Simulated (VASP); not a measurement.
# Al2InN3 (Pmmm) in VASP: relaxation of cell and atoms with PBE

Aim: the relaxation of cell and atoms of Al2InN3 with PBE.

All numbers are computed with VASP 6.6.1; they aren't measurements. Logs are shortened: lines on timing, memory, paths and dates and some standing lists are left out, and cuts for length are marked.

## Step 1: The cell of the first run

It takes space group Pmmm (No. 47, orthorhombic). Conventional cell: a = 2.802 Å, b = 3.999 Å, c = 7.499 Å, α = 90.00°, β = 90.00°, γ = 90.00°. Al (site symmetry mm2) has 4 N at 2.04 Å and 3 Al at 2.44 to 2.80 Å and 2 In at 2.89 Å within 2.9 Å. Within 3.2 Å of In (site symmetry mmm) lie 4 N at 2.44 Å and 2 In at 2.80 Å and 4 Al at 2.89 Å. N (site symmetry m2m) has 1 N at 1.68 Å and 4 Al at 2.04 Å within 2.2 Å. Within 3.3 Å of N (site symmetry mmm) lie 4 In at 2.44 Å and 2 N at 2.80 Å and 4 Al at 3.23 Å.

The cell was generated, and may not be a known phase.

## Step 2: Relaxation of cell and atoms, PBE

Contents of INCAR:

```
SYSTEM = Al2InN3
PREC = Accurate
ENCUT = 600
EDIFF = 1E-6
ISMEAR = 0
SIGMA = 0.1
LREAL = .False.
LASPH = .True.
NELM = 80
ALGO = Normal
ISIF = 3
LWAVE = .False.
LCHARG = .False.
GGA = PE
IBRION = 2
NSW = 100
EDIFFG = -0.01
```

Contents of KPOINTS:

```
regular mesh
0
Gamma
  14 10 6
  0 0 0
```

Contents of POSCAR:

```
Al2InN3
1.0
    2.8022172693      0.0000000000      0.0000000000
    0.0000000000      3.9993281289      0.0000000000
    0.0000000000      0.0000000000      7.4986540514
Al In N
2 1 3
Direct
    0.0000000000      0.5000000000      0.8374934680
    0.0000000000      0.5000000000      0.1625065320
    0.5000000000      0.5000000000      0.5000000000
    0.5000000000      0.7099655008      0.0000000000
    0.5000000000      0.2900344992      0.0000000000
    0.0000000000      0.0000000000      0.5000000000
```

Potentials or basis: VASP PAW PBE potentials, release 64 (Al, In_d, N).

Started as:

```sh
> cat potpaw_PBE.64/Al/POTCAR potpaw_PBE.64/In_d/POTCAR potpaw_PBE.64/N/POTCAR > POTCAR
> mpirun -np 1 vasp_std > vasp.out
```

OUTCAR:

```text
SYSTEM = Al2InN3
   PREC = Accurate
   ENCUT = 600
   EDIFF = 1E-6
   ISMEAR = 0
   LREAL = .False.
   LASPH = .True.
   NELM = 80
   ISIF = 3
   GGA = PE
   IBRION = 2
   NSW = 100
   EDIFFG = -0.01

 ion  position               nearest neighbor table
   1  0.000  0.500  0.837-   4 2.04   5 2.04   4 2.04   5 2.04   2 2.44   3 2.89   3 2.89
   2  0.000  0.500  0.163-   4 2.04   5 2.04   4 2.04   5 2.04   1 2.44   3 2.89   3 2.89
   3  0.500  0.500  0.500-   6 2.44   6 2.44   6 2.44   6 2.44   1 2.89   2 2.89   1 2.89   2 2.89

   4  0.500  0.710  0.000-   5 1.68   2 2.04   1 2.04   1 2.04   2 2.04
   5  0.500  0.290  0.000-   4 1.68   2 2.04   1 2.04   1 2.04   2 2.04
   6  0.000  0.000  0.500-   3 2.44   3 2.44   3 2.44   3 2.44

  LATTYP: Found a simple orthorhombic cell.
 ALAT       =     2.8022172693
 B/A-ratio  =     1.4272012997
 C/A-ratio  =     2.6759716791

  Lattice vectors:

 A1 = (   2.8022172693,   0.0000000000,   0.0000000000)
 A2 = (   0.0000000000,   3.9993281289,   0.0000000000)
 A3 = (   0.0000000000,   0.0000000000,   7.4986540514)

Analysis of symmetry for initial positions (statically):
=====================================================================
 Subroutine PRICEL returns:
 Original cell was already a primitive cell.

 Routine SETGRP: Setting up the symmetry group for a
 simple orthorhombic supercell.

 Subroutine GETGRP returns: Found  8 space group operations
 (whereof  8 operations were pure point group operations)
 out of a pool of  8 trial point group operations.

The static configuration has the point symmetry D_2h.

Analysis of symmetry for dynamics (positions and initial velocities):
=====================================================================
 Subroutine PRICEL returns:
 Original cell was already a primitive cell.

 Routine SETGRP: Setting up the symmetry group for a
 simple orthorhombic supercell.

 Subroutine GETGRP returns: Found  8 space group operations
 (whereof  8 operations were pure point group operations)
 out of a pool of  8 trial point group operations.

The dynamic configuration has the point symmetry D_2h.

 Subroutine INISYM returns: Found  8 space group operations
 (whereof  8 operations are pure point group operations),
 and found     1 'primitive' translations

----------------------------------------------------------------------------------------

                                     Primitive cell

  volume of cell :      84.0373

  direct lattice vectors                    reciprocal lattice vectors
     2.802217269  0.000000000  0.000000000     0.356860266  0.000000000  0.000000000
[... 100 lines left out ...]
   ISIF   =      3    stress and relaxation
   ISYM   =      2    0-nonsym 1-usesym 2-fastsym
   POTIM  = 0.5000    time-step for ionic-motion
   TEBEG  =    0.0;   TEEND  =   0.0 temperature during run
   PSTRESS=    0.0 pullay stress
   NELECT =      34.0000    total number of electrons
   NUPDOWN=      -1.0000    fix difference up-down
   EMIN   =  10.00;   EMAX   =-10.00  energy-range for DOS
   EFERMI =   0.00;   METHOD = LEGACY
   ISMEAR =     0;   SIGMA  =   0.10  broadening in eV -4-tet -1-fermi 0-gaus
   EFERMI_NEDOS =   21; number of points for ismear=-14 and -15
   IALGO  =     38    algorithm
   IMIX   =      4    mixing-type and parameters
     AMIX     =   0.40;   BMIX     =  1.00
     AMIX_MAG =   1.60;   BMIX_MAG =  1.00
  volume/ion in A,a.u.               =      14.01        94.52
  Fermi-wavevector in a.u.,A,eV,Ry     =   1.210813  2.288105 19.947068  1.466068
  Thomas-Fermi vector in A             =   2.346348
   LORBIT       =      0    0 simple, 1 ext, 2 COOP (PROOUT), +10 PAW based schemes
   GGA     = PE    functional components
   LHFCALC =     F    Hartree Fock is set to
   AEXX    =    0.0000 exact exchange contribution
   IVDW    =     0    specifies the selected vdW correction
   LEPSILON=     F    determine dielectric tensor
   LRPA    =     F    only Hartree local field effects (RPA)
 conjugate gradient relaxation of ions
 non-spin polarized calculation
 Gauss-broadening in eV      SIGMA  =   0.10
  energy-cutoff  :      600.00
  volume of cell :       84.04
 maximum number of plane-waves:      2827
 NGX is ok and might be reduce to    24
   NGX = 11   NGY = 15   NGZ = 29

--------------------------------------- Ionic step        1  -------------------------------------------

 number of electron      34.0000014 magnetization

 Free energy of the ion-electron system (eV)
  ---------------------------------------------------
  ext. energy  EPLUGINS =         0.00000000
  ---------------------------------------------------
  free energy    TOTEN  =       -29.80658501 eV

  energy without entropy =      -29.79096014  energy(sigma->0) =      -29.79877258

------------------------ aborting loop because EDIFF is reached ----------------------------------------

  FORCE on cell =-STRESS in cart. coord.  units (eV):
  Direction    XX          YY          ZZ          XY          YZ          ZX
  --------------------------------------------------------------------------------------
  -------------------------------------------------------------------------------------
  Total        0.1977956      0.2193311     -0.1165589      0.0000000      0.0000000      0.0000000
  in kB        3.7709875      4.1815633     -2.2222034      0.0000000      0.0000000      0.0000000
  external PRESSURE =       1.9101158 kB  Pullay stress =       0.0000000 kB
[... 227 lines left out ...]
--------------------------------------- Ionic step        7  -------------------------------------------

 number of electron      34.0000013 magnetization

 Free energy of the ion-electron system (eV)
  ---------------------------------------------------
  ext. energy  EPLUGINS =         0.00000000
  ---------------------------------------------------
  free energy    TOTEN  =       -29.81035987 eV

  energy without entropy =      -29.79484876  energy(sigma->0) =      -29.80260432

 E-fermi :   6.1534     XC(G=0): -10.2880

 val. band max:        6.1498376975   @ k =   0.1429   0.3000   0.1667
 cond. band min:       6.1583534174   @ k =   0.4286   0.5000   0.1667
 fundamental gap:      0.0085157199
 Fermi energy:         6.1534100596

 k-point     1 :       0.0000    0.0000    0.0000
  band No.  band energies     occupation
      1     -12.7281      2.00000
      2      -9.0627      2.00000
      3      -8.6864      2.00000
      4      -8.0867      2.00000
      5      -8.0379      2.00000
      6      -7.8845      2.00000
[... 565 lines left out ...]
     20       7.5721      0.00000
     21      10.9704      0.00000

 [... further k-points ...]
[... 5 lines left out ...]
  --------------------------------------------------------------------------------------
  -------------------------------------------------------------------------------------
  Total       -0.0494786     -0.0049163      0.0217597     -0.0000000      0.0000000      0.0000000
  in kB       -0.9463330     -0.0940295      0.4161782     -0.0000000      0.0000000      0.0000000
  external PRESSURE =      -0.2080614 kB  Pullay stress =       0.0000000 kB
[... 21 lines left out ...]
  FREE ENERGIE OF THE ION-ELECTRON SYSTEM (eV)
  ---------------------------------------------------
  free  energy   TOTEN  =       -29.8103598702 eV

  energy  without entropy=      -29.7948487602  energy(sigma->0) =      -29.80260432

 reached required accuracy - stopping structural energy minimisation
```

OSZICAR:

```text
N       E                     dE             d eps       ncg     rms          rms(c)
DAV:   1     0.307208965017E+03    0.30721E+03   -0.17387E+04  8092   0.193E+03
DAV:   2     0.133287374838E+02   -0.29388E+03   -0.28122E+03  8680   0.451E+02
DAV:   3    -0.317901121651E+02   -0.45119E+02   -0.42777E+02 11202   0.158E+02
[... 51 lines left out ...]
DAV:   2    -0.298112897585E+02   -0.87748E-05   -0.50045E-03 12733   0.806E-01    0.215E-01
DAV:   3    -0.298105085381E+02    0.78122E-03   -0.19144E-03 12634   0.301E-01    0.756E-02
DAV:   4    -0.298103665194E+02    0.14202E-03   -0.51177E-04 10636   0.243E-01    0.264E-02
DAV:   5    -0.298103600413E+02    0.64781E-05   -0.42833E-05 11743   0.548E-02    0.176E-02
DAV:   6    -0.298103598702E+02    0.17112E-06   -0.51541E-06  9182   0.235E-02
   7 F= -.29810360E+02 E0= -.29802604E+02  d E =-.346407E-03
```

CONTCAR:

```text
Al2InN3
   1.00000000000000
     2.8116033526523410    0.0000000000000000    0.0000000000000000
     0.0000000000000000    3.9881525201029113    0.0000000000000000
     0.0000000000000000    0.0000000000000000    7.4706473340571256
  Al              In              N
     2     1     3
Direct
     0.0000000000000000    0.5000000000000000    0.8383499879747344
     0.0000000000000000    0.5000000000000000    0.1616500120252655
     0.5000000000000000    0.5000000000000000    0.5000000000000000
     0.5000000000000000    0.7142171952644599    0.0000000000000000
     0.5000000000000000    0.2857828047355400    0.0000000000000000
     0.0000000000000000    0.0000000000000000    0.5000000000000000

  0.00000000E+00  0.00000000E+00  0.00000000E+00
  0.00000000E+00  0.00000000E+00  0.00000000E+00
  0.00000000E+00  0.00000000E+00  0.00000000E+00
  0.00000000E+00  0.00000000E+00  0.00000000E+00
  0.00000000E+00  0.00000000E+00  0.00000000E+00
  0.00000000E+00  0.00000000E+00  0.00000000E+00
```

It took 9.3 min on 1 thread of AMD EPYC 9R45 (Zen 5), shared host; peak memory 0.5 GiB.

Results:

```
Free energy                           : -29.8104 eV
Relaxed volume                        : 13.96 Å³/atom
Relaxed cell                          : a = 2.812 Å, b = 3.988 Å, c = 7.471 Å, α = 90.00°, β = 90.00°, γ = 90.00°
Space group after relaxing (to 0.1 Å) : Pmmm (No. 47)
Energy gained by relaxing             : 0.6 meV/atom
Ionic steps                           : 7
Pressure after relaxing               : 0.0 GPa
Largest force after relaxing          : 0.010 eV/Å
Band gap on the k mesh                : zero (bands 17 and 18 overlap by 1.22 eV)
```

Forces on the atoms (eV/Å):
```
Al   0.000  0.000 -0.006
Al   0.000  0.000  0.006
In   0.000  0.000  0.000
N    0.000  0.010  0.000
N    0.000 -0.010  0.000
N    0.000  0.000  0.000
```

The path:
| step | energy change (eV) | largest force (eV/Å) | pressure (GPa) | volume (Å³) |
| --- | --- | --- | --- | --- |
| 1 | 0.0000 | 0.2013 | 0.19 | 84.04 |
| 2 | -0.0024 | 0.0968 | -0.40 | 84.24 |
| 3 | -0.0024 | 0.0965 | -0.40 | 84.24 |
| 4 | -0.0034 | 0.0201 | -0.01 | 83.91 |
| 5 | -0.0034 | 0.0184 | -0.01 | 83.92 |
| 6 | -0.0037 | 0.0118 | -0.02 | 83.85 |
| 7 | -0.0038 | 0.0096 | -0.02 | 83.77 |

Final structure:
```cif
data_structure
_symmetry_space_group_name_H-M 'P 1'
_symmetry_Int_Tables_number 1
_cell_length_a 2.8116
_cell_length_b 3.9882
_cell_length_c 7.4706
_cell_angle_alpha 90.000
_cell_angle_beta 90.000
_cell_angle_gamma 90.000
_cell_volume 83.77
loop_
_atom_site_label
_atom_site_type_symbol
_atom_site_fract_x
_atom_site_fract_y
_atom_site_fract_z
_atom_site_occupancy
Al1 Al 0.00000 0.50000 0.83835 1
Al2 Al 0.00000 0.50000 0.16165 1
In1 In 0.50000 0.50000 0.50000 1
N1 N 0.50000 0.71422 0.00000 1
N2 N 0.50000 0.28578 0.00000 1
N3 N 0.00000 0.00000 0.50000 1
```

Levels at points of the mesh, in eV from the Fermi level:
```tsv
k point	band 13	band 14	band 15	band 16	band 17	band 18	band 19	band 20	band 21
(0.00, 0.00, 0.00)	-3.61	-3.59	-1.86	0.24	0.44	0.52	0.63	4.40	5.39
(0.50, 0.00, 0.00)	-3.23	-1.96	-1.29	-1.03	-0.84	0.84	1.19	1.25	4.32
(0.00, 0.50, 0.00)	-2.15	-2.12	-1.38	-0.67	-0.18	0.68	1.60	2.22	3.75
(0.50, 0.50, 0.00)	-3.88	-2.06	-1.88	-1.47	-1.08	0.24	1.78	1.87	2.66
(0.00, 0.00, 0.50)	-3.77	-3.64	-1.76	-0.20	0.24	0.44	3.01	3.76	4.98
(0.50, 0.00, 0.50)	-3.23	-1.85	-1.53	-1.04	-0.86	-0.37	1.85	2.44	2.52
(0.00, 0.50, 0.50)	-3.41	-2.08	-2.03	-0.18	0.68	0.95	1.99	3.52	3.71
(0.50, 0.50, 0.50)	-3.92	-1.81	-1.51	-1.35	-0.97	0.18	0.91	1.43	2.66
```

Caveat: spin-orbit coupling is left out, which moves the levels of the heavy elements.
